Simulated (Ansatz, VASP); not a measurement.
## Bi2Te3: VASP beside Ansatz

INCAR

```
SYSTEM = Bi2Te3
PREC = Accurate
ENCUT = 520
EDIFF = 1E-7
ISMEAR = -1
SIGMA = 0.08
LREAL = .FALSE.
LASPH = .TRUE.
NELM = 100
ALGO = Normal
ISIF = 2
LWAVE = .FALSE.
LCHARG = .FALSE.
GGA = PE
NBANDS = 32
```

Contents of KPOINTS:

```
Automatic mesh
0
G
  8 8 8
  0 0 0
```

File POSCAR:

```
Bi2Te3
1.0
    2.1422462163      1.2368264296      9.9466700000
   -2.1422462163      1.2368264296      9.9466700000
    0.0000000000     -2.4736528593      9.9466700000
Bi Te
2 3
Direct
    0.8120000000      0.8120000000      0.8120000000
    0.4020000000      0.4020000000      0.4020000000
    0.6110000000      0.6110000000      0.6110000000
    0.2000000000      0.2000000000      0.2000000000
    0.0000000000      0.0000000000      0.0000000000
```

Input for Ansatz:

```yaml
crystal:
  lattice:
    - [2.1422462163, 1.2368264296, 9.94667]
    - [-2.1422462163, 1.2368264296, 9.94667]
    - [0.0, -2.4736528593, 9.94667]
  atoms:
    - { symbol: Bi, position: [0.812, 0.812, 0.812] }
    - { symbol: Bi, position: [0.402, 0.402, 0.402] }
    - { symbol: Te, position: [0.611, 0.611, 0.611] }
    - { symbol: Te, position: [0.2, 0.2, 0.2] }
    - { symbol: Te, position: [0.0, 0.0, 0.0] }
kpoints:
  mp_grid: { grid: [8, 8, 8] }
  band_path:
    path:
      - [0.0, 0.0, 0.0]
      - [0.5, 0.5, 0.5]
      - [0.8230254182, 0.1769745818, 0.5]
      - [0.5, -0.1769745818, 0.1769745818]
      - [0.5, 0.0, 0.0]
      - [0.0, 0.0, 0.0]
      - [0.3384872909, -0.3384872909, 0.0]
      - [0.6615127091, 0.0, 0.3384872909]
      - [0.5, 0.0, 0.5]
    npoints: 5
scf:
  occupations: { method: fermi_dirac, width: 0.08 }
hamiltonian:
  xc: pbe
  pseudopotentials: { kind: all_electron, lapw: { basis_error: 0.001 } }
output:
  forces: true
  stress: true
  eigenvalues: true
```

Change from the starting cell: equal xx and yy strain of -3 %.

Alike in both runs: task single point; functional PBE; k mesh 8 × 8 × 8; occupations fermi-dirac, width 0.08 eV; no spin polarisation.

|  | VASP | Ansatz |
| --- | --- | --- |
| version | VASP 6.6.1 | Ansatz 0.2.0 |
| potentials or method | VASP PAW PBE potentials, release 64 (Bi_d, Te), cutoff 520 eV | all-electron LAPW, scalar-relativistic |

|  | VASP | Ansatz | Ansatz less VASP |
| --- | --- | --- | --- |
| pressure (GPa) | 5.3 | 5.3 | +0.04 |
| traceless stress, the component that is largest in VASP (GPa) | -0.99 | -0.98 | +0.011 |
| rms of the force components (eV/Å) | 0.658 | 0.653 | -0.0051 |

Atom by atom the forces differ by 0.006 eV/Å (rms over components). Ansatz ran all-electron here, and VASP with PAW potentials.

Neither program's run includes spin-orbit coupling.
